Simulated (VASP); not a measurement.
# Na8F7 (a cell with a defect) in VASP: further runs

The runs below take Na8F7 (a cell with a defect) through single point, with PBE.

Everything below comes from runs of VASP 6.6.1. Logs are shortened: lines on timing, memory, paths and dates and some standing lists are left out, and cuts for length are marked.

## 1. The cell of the first run

The cell holds a defect, 15 atoms: a = 6.646 Å, b = 6.646 Å, c = 6.646 Å, α = 60.00°, β = 60.00°, γ = 60.00°.

## 2. Single point, PBE (atoms taken out, then relaxed in part)

INCAR

```
SYSTEM = Na8F7
ALGO = Normal
EDIFF = 1E-6
ENCUT = 520
GGA = PE
ISIF = 2
ISMEAR = 0
LASPH = .TRUE.
LCHARG = .TRUE.
LELF = .TRUE.
LREAL = Auto
LVHAR = .TRUE.
LWAVE = .FALSE.
NBANDS = 66
NELECT = 104.0
NELM = 80
PREC = Accurate
SIGMA = 0.05
```

KPOINTS

```
k-points
0
G
  4 4 4
  0 0 0
```

POSCAR

```
Na8F7
1.0
    0.0000000000      4.6997660262      4.6997660262
    4.6997660262      0.0000000000      4.6997660262
    4.6997660262      4.6997660262      0.0000000000
Na F
8 7
Direct
   -0.0150099457      0.5150099457      0.5150099457
   -0.0150099457      0.5150099457     -0.0150099457
   -0.0150099457     -0.0150099457      0.5150099457
    0.0000000000      0.0000000000      0.0000000000
    0.5000000000      0.5000000000      0.5000000000
    0.5150099457      0.5150099457     -0.0150099457
    0.5150099457     -0.0150099457      0.5150099457
    0.5150099457     -0.0150099457     -0.0150099457
    0.2500000000      0.2500000000      0.7500000000
    0.2500000000      0.7500000000      0.2500000000
    0.2500000000      0.7500000000      0.7500000000
    0.7500000000      0.2500000000      0.2500000000
    0.7500000000      0.2500000000      0.7500000000
    0.7500000000      0.7500000000      0.2500000000
    0.7500000000      0.7500000000      0.7500000000
```

Potentials or basis: VASP PAW PBE potentials, release 64 (Na_pv, F).

Launch:

```console
cat potpaw_PBE.64/Na_pv/POTCAR potpaw_PBE.64/F/POTCAR > POTCAR
mpirun -np 1 vasp_std > vasp.out
```

OUTCAR:

```text
SYSTEM = Na8F7
   EDIFF = 1E-6
   ENCUT = 520
   GGA = PE
   ISIF = 2
   ISMEAR = 0
   LASPH = .TRUE.
   LREAL = Auto
   NELECT = 104.0
   NELM = 80
   PREC = Accurate

 ion  position               nearest neighbor table
   1  0.985  0.515  0.515-  15 2.21
   2  0.985  0.515  0.985-  15 2.21
   3  0.985  0.985  0.515-  15 2.21
   4  0.000  0.000  0.000-
   5  0.500  0.500  0.500-
   6  0.515  0.515  0.985-  15 2.21
   7  0.515  0.985  0.515-  15 2.21
   8  0.515  0.985  0.985-  15 2.21
   9  0.250  0.250  0.750-
  10  0.250  0.750  0.250-
  11  0.250  0.750  0.750-
  12  0.750  0.250  0.250-
  13  0.750  0.250  0.750-
  14  0.750  0.750  0.250-
  15  0.750  0.750  0.750-   1 2.21   2 2.21   3 2.21   6 2.21   7 2.21   8 2.21

  LATTYP: Found a face centered cubic cell.
 ALAT       =     9.3995320524

  Lattice vectors:

 A1 = (   0.0000000000,   4.6997660262,   4.6997660262)
 A2 = (   4.6997660262,   0.0000000000,   4.6997660262)
 A3 = (   4.6997660262,   4.6997660262,   0.0000000000)

Analysis of symmetry for initial positions (statically):
=====================================================================
 Subroutine PRICEL returns:
 Original cell was already a primitive cell.

 Routine SETGRP: Setting up the symmetry group for a
 face centered cubic supercell.

 Subroutine GETGRP returns: Found 48 space group operations
 (whereof 24 operations were pure point group operations)
 out of a pool of 48 trial point group operations.

The static configuration has the point symmetry T_d .
 The point group associated with its full space group is O_h .

Analysis of symmetry for dynamics (positions and initial velocities):
=====================================================================
 Subroutine PRICEL returns:
 Original cell was already a primitive cell.

 Routine SETGRP: Setting up the symmetry group for a
 face centered cubic supercell.

 Subroutine GETGRP returns: Found 48 space group operations
 (whereof 24 operations were pure point group operations)
 out of a pool of 48 trial point group operations.

The dynamic configuration has the point symmetry T_d .
 The point group associated with its full space group is O_h .

 Subroutine INISYM returns: Found 48 space group operations
 (whereof 24 operations are pure point group operations),
 and found     1 'primitive' translations

----------------------------------------------------------------------------------------

                                     Primitive cell

  volume of cell :     207.6150

  direct lattice vectors                    reciprocal lattice vectors
     0.000000000  4.699766026  4.699766026    -0.106388275  0.106388275  0.106388275
     4.699766026  0.000000000  4.699766026     0.106388275 -0.106388275  0.106388275
     4.699766026  4.699766026  0.000000000     0.106388275  0.106388275 -0.106388275

  length of vectors
     6.646472854  6.646472854  6.646472854     0.184269897  0.184269897  0.184269897

  position of ions in fractional coordinates (direct lattice)
     0.984990054  0.515009946  0.515009946
     0.984990054  0.515009946  0.984990054
     0.984990054  0.984990054  0.515009946
     0.000000000  0.000000000  0.000000000
     0.500000000  0.500000000  0.500000000
     0.515009946  0.515009946  0.984990054
     0.515009946  0.984990054  0.515009946
     0.515009946  0.984990054  0.984990054
     0.250000000  0.250000000  0.750000000
     0.250000000  0.750000000  0.250000000
     0.250000000  0.750000000  0.750000000
     0.750000000  0.250000000  0.250000000
     0.750000000  0.250000000  0.750000000
     0.750000000  0.750000000  0.250000000
     0.750000000  0.750000000  0.750000000

  ion indices of the primitive-cell ions
   primitive index   ion index
                 1           1
                 2           2
                 3           3
                 4           4
                 5           5
                 6           6
                 7           7
                 8           8
                 9           9
                10          10
                11          11
                12          12
                13          13
                14          14
                15          15

----------------------------------------------------------------------------------------

 KPOINTS: k-points

Automatic generation of k-mesh.
 Grid dimensions read from file:
 generate k-points for:    4    4    4

 Generating k-lattice:

  Cartesian coordinates                     Fractional coordinates (reciprocal lattice)
    -0.026597069  0.026597069  0.026597069     0.250000000  0.000000000  0.000000000
     0.026597069 -0.026597069  0.026597069     0.000000000  0.250000000  0.000000000
     0.026597069  0.026597069 -0.026597069     0.000000000  0.000000000  0.250000000

  Length of vectors
     0.046067474  0.046067474  0.046067474

  Shift w.r.t. Gamma in fractional coordinates (k-lattice)
     0.000000000  0.000000000  0.000000000

 Subroutine IBZKPT returns following result:
 ===========================================

 Found      8 irreducible k-points:

 Following reciprocal coordinates:
            Coordinates               Weight
  0.000000  0.000000  0.000000      1.000000
  0.250000  0.000000  0.000000      8.000000
  0.500000  0.000000  0.000000      4.000000
  0.250000  0.250000  0.000000      6.000000
  0.500000  0.250000  0.000000     24.000000
 -0.250000  0.250000  0.000000     12.000000
  0.500000  0.500000  0.000000      3.000000
 -0.250000  0.500000  0.250000      6.000000
   k-points           NKPTS =      8   k-points in BZ     NKDIM =      8   number of bands    NBANDS=     66
   number of dos      NEDOS =    301   number of ions     NIONS =     15
   total plane-waves  NPLWV = 125000
   dimension x,y,z NGX =    50 NGY =   50 NGZ =   50
   dimension x,y,z NGXF=   100 NGYF=  100 NGZF=  100
   ions per type =               8   7
   NGX,Y,Z   is equivalent  to a cutoff of  12.51, 12.51, 12.51 a.u.
   NGXF,Y,Z  is equivalent  to a cutoff of  25.01, 25.01, 25.01 a.u.
 SYSTEM =  Na8F7
   PREC   = accura    normal or accurate (medium, high low for compatibility)
   ISTART =      0    job   : 0-new  1-cont  2-samecut
   ICHARG =      2    charge: 1-file 2-atom 10-const
   ISPIN  =      1    spin polarized calculation?
   LNONCOLLINEAR =      F non collinear calculations
   LSORBIT =      F    spin-orbit coupling
   LASPH  =      T    aspherical Exc in radial PAW
   ENCUT  =  520.0 eV  38.22 Ry    6.18 a.u.  12.36 12.36 12.36*2*pi/ulx,y,z
   NELM   =     80;   NELMIN=  2; NELMDL= -5     # of ELM steps
   EDIFF  = 0.1E-05   stopping-criterion for ELM
   LREAL  =      T    real-space projection
   EDIFFG = 0.1E-04   stopping-criterion for IOM
   NSW    =      0    number of steps for IOM
   IBRION =     -1    ionic relax: 0-MD 1-quasi-New 2-CG
   NFREE  =      0    steps in history (QN), initial steepest desc. (CG)
   ISIF   =      2    stress and relaxation
   ISYM   =      2    0-nonsym 1-usesym 2-fastsym
   POTIM  = 0.5000    time-step for ionic-motion
   TEBEG  =    0.0;   TEEND  =   0.0 temperature during run
   PSTRESS=    0.0 pullay stress
   NELECT =     104.0000    total number of electrons
   NUPDOWN=      -1.0000    fix difference up-down
   EMIN   =  10.00;   EMAX   =-10.00  energy-range for DOS
   EFERMI =   0.00;   METHOD = LEGACY
   ISMEAR =     0;   SIGMA  =   0.05  broadening in eV -4-tet -1-fermi 0-gaus
   EFERMI_NEDOS =   21; number of points for ismear=-14 and -15
   IALGO  =     38    algorithm
   IMIX   =      4    mixing-type and parameters
     AMIX     =   0.40;   BMIX     =  1.00
     AMIX_MAG =   1.60;   BMIX_MAG =  1.00
  volume/ion in A,a.u.               =      13.84        93.40
  Fermi-wavevector in a.u.,A,eV,Ry     =   1.300169  2.456963 22.999814  1.690439
  Thomas-Fermi vector in A             =   2.431385
   LORBIT       =      0    0 simple, 1 ext, 2 COOP (PROOUT), +10 PAW based schemes
   GGA     = PE    functional components
   LHFCALC =     F    Hartree Fock is set to
   AEXX    =    0.0000 exact exchange contribution
   IVDW    =     0    specifies the selected vdW correction
   LEPSILON=     F    determine dielectric tensor
   LRPA    =     F    only Hartree local field effects (RPA)
 non-spin polarized calculation
 Gauss-broadening in eV      SIGMA  =   0.05
  energy-cutoff  :      520.00
  volume of cell :      207.61
 maximum number of plane-waves:      5609
 NGX is ok and might be reduce to    50
   NGX = 25   NGY = 25   NGZ = 25

 number of electron     104.0000066 magnetization

 Free energy of the ion-electron system (eV)
  ---------------------------------------------------
  ext. energy  EPLUGINS =         0.00000000
  ---------------------------------------------------
  free energy    TOTEN  =       -63.11898400 eV

  energy without entropy =      -63.11898400  energy(sigma->0) =      -63.11898400

 E-fermi :  -1.9630     XC(G=0):  -8.4670

 val. band max:       -2.2372112077   @ k =   0.0000   0.0000   0.0000
 cond. band min:       2.6373565657   @ k =   0.0000   0.0000   0.0000
 fundamental gap:      4.8745677734
 Fermi energy:        -1.9630430464

 k-point     1 :       0.0000    0.0000    0.0000
  band No.  band energies     occupation
      1     -22.4664      2.00000
      2     -22.0382      2.00000
      3     -22.0382      2.00000
      4     -22.0382      2.00000
      5     -21.7138      2.00000
      6     -21.7138      2.00000
[... 56 lines left out ...]
     63      10.4124      0.00000
     64      10.4124      0.00000

 k-point     2 :       0.2500    0.0000    0.0000
  band No.  band energies     occupation
      1     -22.4620      2.00000
      2     -21.9939      2.00000
      3     -21.9872      2.00000
      4     -21.9872      2.00000
      5     -21.7331      2.00000
      6     -21.7139      2.00000
[... 458 lines left out ...]
     63      10.9104      0.00000
     64      11.0018      0.00000
 [bands above 64 left out]

------------------------ aborting loop because EDIFF is reached ----------------------------------------

  FORCE on cell =-STRESS in cart. coord.  units (eV):
  Direction    XX          YY          ZZ          XY          YZ          ZX
  --------------------------------------------------------------------------------------
  -------------------------------------------------------------------------------------
  Total       -3.6510374     -3.6510374     -3.6510374     -0.0000000      0.0000000     -0.0000000
  in kB      -28.1752743    -28.1752743    -28.1752743     -0.0000000      0.0000000     -0.0000000
  external PRESSURE =     -28.1752743 kB  Pullay stress =       0.0000000 kB

 VOLUME and BASIS-vectors are now :
 -----------------------------------------------------------------------------
  energy-cutoff  :      520.00
  volume of cell :      207.61
      direct lattice vectors                 reciprocal lattice vectors
     0.000000000  4.699766026  4.699766026    -0.106388275  0.106388275  0.106388275
     4.699766026  0.000000000  4.699766026     0.106388275 -0.106388275  0.106388275
     4.699766026  4.699766026  0.000000000     0.106388275  0.106388275 -0.106388275

 POSITION                                       TOTAL-FORCE (eV/Angst)
 -----------------------------------------------------------------------------------
      4.84085      7.04965      7.04965        -0.017792     -0.000000     -0.000000
      7.04965      9.25845      7.04965        -0.000000      0.017792     -0.000000
      7.04965      7.04965      9.25845        -0.000000     -0.000000      0.017792
      0.00000      0.00000      0.00000        -0.000000     -0.000000     -0.000000
      4.69977      4.69977      4.69977        -0.000000     -0.000000     -0.000000
      7.04965      7.04965      4.84085        -0.000000     -0.000000     -0.017792
      7.04965      4.84085      7.04965        -0.000000     -0.017792     -0.000000
      9.25845      7.04965      7.04965         0.017792     -0.000000     -0.000000
      4.69977      4.69977      2.34988        -0.000000     -0.000000     -0.000000
      4.69977      2.34988      4.69977        -0.000000     -0.000000     -0.000000
      7.04965      4.69977      4.69977        -0.000000     -0.000000     -0.000000
      2.34988      4.69977      4.69977        -0.000000     -0.000000     -0.000000
      4.69977      7.04965      4.69977        -0.000000     -0.000000     -0.000000
      4.69977      4.69977      7.04965        -0.000000     -0.000000     -0.000000
      7.04965      7.04965      7.04965        -0.000000     -0.000000     -0.000000
 -----------------------------------------------------------------------------------
    total drift:                               -0.000000     -0.000000     -0.000000

  FREE ENERGIE OF THE ION-ELECTRON SYSTEM (eV)
  ---------------------------------------------------
  free  energy   TOTEN  =       -63.1189840010 eV

  energy  without entropy=      -63.1189840010  energy(sigma->0) =      -63.11898400
```

Wall time 4.6 min (1 thread of Intel Xeon Platinum 8259CL at 2.50GHz (Skylake/Cascade Lake), shared host); peak memory 0.36 GiB.

What came out:

| Property | Result |
| --- | --- |
| Free energy | -63.1190 eV |
| Largest force | 0.018 eV/Å |

Forces on the atoms (eV/Å):
```
Na  -0.018  0.000  0.000
Na   0.000  0.018  0.000
Na   0.000  0.000  0.018
Na   0.000  0.000  0.000
Na   0.000  0.000  0.000
Na   0.000  0.000 -0.018
Na   0.000 -0.018  0.000
Na   0.018  0.000  0.000
F    0.000  0.000  0.000
F    0.000  0.000  0.000
F    0.000  0.000  0.000
F    0.000  0.000  0.000
F    0.000  0.000  0.000
F    0.000  0.000  0.000
F    0.000  0.000  0.000
```

Levels at points of the mesh, in eV from the Fermi level:
| k point | band 50 | band 51 | band 52 | band 53 | band 54 | band 55 |
| --- | --- | --- | --- | --- | --- | --- |
| (0.00, 0.00, 0.00) | -0.27 | -0.27 | -0.27 | 4.60 | 8.31 | 10.16 |
| (0.50, 0.00, 0.00) | -0.36 | -0.34 | -0.34 | 5.66 | 7.19 | 9.53 |
| (0.50, 0.50, 0.00) | -0.37 | -0.37 | -0.37 | 5.96 | 7.56 | 8.84 |

Caveat: the cell carries a net charge on a neutralising background, which shifts energy and pressure; the cell differs from its parent crystal (atoms taken out, then relaxed in part); the cell is charged against a uniform background, so pressure and absolute levels hang on convention.

## 3. Single point, PBE

INCAR

```
PREC = Accurate ; ENCUT = 520
EDIFF = 1E-6 ; ISMEAR = 0
SIGMA = 0.05 ; LREAL = Auto
LASPH = True ; NELM = 60
ALGO = Normal ; ISIF = 2
LWAVE = False ; LCHARG = False
GGA = PE ; NBANDS = 66
NELECT = 104.0
```

KPOINTS

```
regular mesh
0
Gamma
  4 4 4
```

POSCAR

```
Na8F7
1.0
    0.0000000000      4.6997660262      4.6997660262
    4.6997660262      0.0000000000      4.6997660262
    4.6997660262      4.6997660262      0.0000000000
Na F
8 7
Direct
   -0.0150098962      0.5150098934      0.5150098934
   -0.0150098962      0.5150098934     -0.0150098962
   -0.0150098962     -0.0150098962      0.5150098934
    0.0000000000      0.0000000000      0.0000000000
    0.4999999972      0.4999999972      0.4999999972
    0.5150098934      0.5150098934     -0.0150098962
    0.5150098934     -0.0150098962      0.5150098934
    0.5150098934     -0.0150098962     -0.0150098962
    0.2499999986      0.2499999986      0.7499999958
    0.2499999986      0.7499999958      0.2499999986
    0.2499999986      0.7499999958      0.7499999958
    0.7499999958      0.2499999986      0.2499999986
    0.7499999958      0.2499999986      0.7499999958
    0.7499999958      0.7499999958      0.2499999986
    0.7499999958      0.7499999958      0.7499999958
```

Potentials or basis: VASP PAW PBE potentials, release 64 (Na_pv, F).

Launch:

```console
cat potpaw_PBE.64/Na_pv/POTCAR potpaw_PBE.64/F/POTCAR > POTCAR
mpirun -np 1 vasp_std > vasp.out
```

Wall time 4.2 min (1 thread of Intel Xeon Platinum 8259CL at 2.50GHz (Skylake/Cascade Lake), shared host); peak memory 0.36 GiB.

Results (log left out):

```yaml
Free_energy: -63.1190 eV
Largest_force: 0.018 eV/Å
```

Forces in eV/Å, atoms in the order of the input:
```
Na  -0.018  0.000  0.000
Na   0.000  0.018  0.000
Na   0.000  0.000  0.018
Na   0.000  0.000  0.000
Na   0.000  0.000  0.000
Na   0.000  0.000 -0.018
Na   0.000 -0.018  0.000
Na   0.018  0.000  0.000
F    0.000  0.000  0.000
F    0.000  0.000  0.000
F    0.000  0.000  0.000
F    0.000  0.000  0.000
F    0.000  0.000  0.000
F    0.000  0.000  0.000
F    0.000  0.000  0.000
```

Levels at points of the mesh, in eV from the Fermi level:
| k point | band 48 | band 49 | band 50 | band 51 | band 52 | band 53 | band 54 | band 55 | band 56 | band 57 |
| --- | --- | --- | --- | --- | --- | --- | --- | --- | --- | --- |
| (0.00, 0.00, 0.00) | -0.37 | -0.37 | -0.27 | -0.27 | -0.27 | 4.60 | 8.31 | 10.16 | 10.16 | 10.16 |
| (0.50, 0.00, 0.00) | -0.52 | -0.36 | -0.36 | -0.34 | -0.34 | 5.66 | 7.19 | 9.53 | 9.54 | 9.54 |
| (0.50, 0.50, 0.00) | -0.62 | -0.44 | -0.37 | -0.37 | -0.37 | 5.96 | 7.56 | 8.84 | 8.84 | 9.11 |

Caveat: the cell carries a net charge on a neutralising background, which shifts energy and pressure; the cell is charged against a uniform background, so pressure and absolute levels hang on convention.

## 4. Single point, PBE

INCAR

```
PREC     = Accurate       # precision mode
ENCUT    = 520            # plane-wave cutoff, eV
EDIFF    = 1E-6           # SCF threshold, eV
ISMEAR   = 0              # smearing method
SIGMA    = 0.05           # smearing width, eV
LREAL    = Auto         
LASPH    = True           # aspherical terms in the spheres
NELM     = 60             # most SCF steps
ALGO     = Normal         # electronic algorithm
ISIF     = 2              # what is computed and relaxed
LWAVE    = False          # write WAVECAR
LCHARG   = True           # write CHGCAR
GGA      = PE             # functional
LELF     = True           # ELF
LVHAR    = True         
NBANDS   = 66             # bands
NELECT   = 104.0
```

KPOINTS is that of step 3.

POSCAR

```
Na8F7
1.0
    0.0000000000      4.6997660262      4.6997660262
    4.6997660262      0.0000000000      4.6997660262
    4.6997660262      4.6997660262      0.0000000000
Na F
8 7
Direct
   -0.0150093642      0.5150093614      0.4849906330
   -0.0150093642      0.5150093614      0.0150093642
    0.0000000000      0.0000000000      0.4999999972
   -0.0150093642     -0.0150093642      0.0150093642
    0.5150093614      0.5150093614      0.4849906330
    0.4999999972      0.4999999972      0.0000000000
    0.5150093614     -0.0150093642      0.4849906330
    0.5150093614     -0.0150093642      0.0150093642
    0.2499999986      0.2499999986      0.2499999986
    0.2499999986      0.7499999958      0.2499999986
    0.2499999986      0.7499999958      0.7499999958
    0.7499999958      0.2499999986      0.2499999986
    0.7499999958      0.2499999986      0.7499999958
    0.7499999958      0.7499999958      0.2499999986
    0.7499999958      0.7499999958      0.7499999958
```

Launch:

```console
cat potpaw_PBE.64/Na_pv/POTCAR potpaw_PBE.64/F/POTCAR > POTCAR
mpirun -np 1 vasp_std > vasp.out
```

Wall time 4.1 min (1 thread of Intel Xeon Platinum 8259CL at 2.50GHz (Skylake/Cascade Lake), shared host); peak memory 0.36 GiB.

It converged, with:

* Free energy: -63.1190 eV
* Largest force: 0.018 eV/Å

Forces on the atoms (eV/Å):
```
Na   0.000  0.018  0.000
Na  -0.018  0.000  0.000
Na   0.000  0.000  0.000
Na   0.000  0.000  0.018
Na   0.000  0.000 -0.018
Na   0.000  0.000  0.000
Na   0.018  0.000  0.000
Na   0.000 -0.018  0.000
F    0.000  0.000  0.000
F    0.000  0.000  0.000
F    0.000  0.000  0.000
F    0.000  0.000  0.000
F    0.000  0.000  0.000
F    0.000  0.000  0.000
F    0.000  0.000  0.000
```

Levels at points of the mesh, in eV from the Fermi level:
```csv
k point,band 48,band 49,band 50,band 51,band 52,band 53,band 54,band 55,band 56,band 57
"(0.00, 0.00, 0.00)",-0.37,-0.37,-0.27,-0.27,-0.27,4.60,8.32,10.17,10.17,10.17
"(0.50, 0.00, 0.00)",-0.52,-0.35,-0.35,-0.34,-0.34,5.67,7.20,9.53,9.55,9.55
"(0.50, 0.50, 0.00)",-0.61,-0.44,-0.37,-0.37,-0.36,5.96,7.57,8.85,8.85,9.11
```

Caveat: the cell carries a net charge on a neutralising background, which shifts energy and pressure; the cell is charged against a uniform background, so pressure and absolute levels hang on convention.
